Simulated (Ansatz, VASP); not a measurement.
# Two plane-wave programs on Zr3SiO

```
Zr Si O
1.0
     3.27719    0.00000    0.00000
     0.00000    3.27719    0.00000
     0.00000    0.00000    7.28723
Zr Si O
3 1 1
Direct
  0.00000 0.00000 0.00000
  0.00000 0.00000 0.33849
  0.00000 0.00000 0.66151
  0.50000 0.50000 0.50000
  0.50000 0.50000 0.00000
```

Alike in both runs: task single point; functional PBE; k mesh 6 × 6 × 4; occupations gaussian, width 0.1 eV; no spin polarisation.

|  | VASP | Ansatz |
| --- | --- | --- |
| version | VASP 6.6.1 | Ansatz 0.2.0 |
| potentials or method | VASP PAW PBE potentials, release 64 (Zr_sv, Si, O), cutoff 520 eV | scalar-relativistic, plane waves, PAW |
| valence electrons in the cell | 46 | 46 |

Ansatz gave:

* gap on the k mesh at the Fermi level (eV): none
* pressure (GPa): 27.2
* traceless stress, the component that is largest in VASP (GPa): 25.22
* rms of the force components (eV/Å): 0.358

Task: What did VASP give for the same quantities?

Result: gap on the k mesh at the Fermi level (eV): none; pressure (GPa): 27.5; traceless stress, the component that is largest in VASP (GPa): 25.60; rms of the force components (eV/Å): 0.371.

Atom by atom the forces differ by 0.012 eV/Å (rms over components). A gap of «none» marks a metal or a gap that the smearing closes. The functional is the same, so the differences come from potentials, cutoffs and numerics.
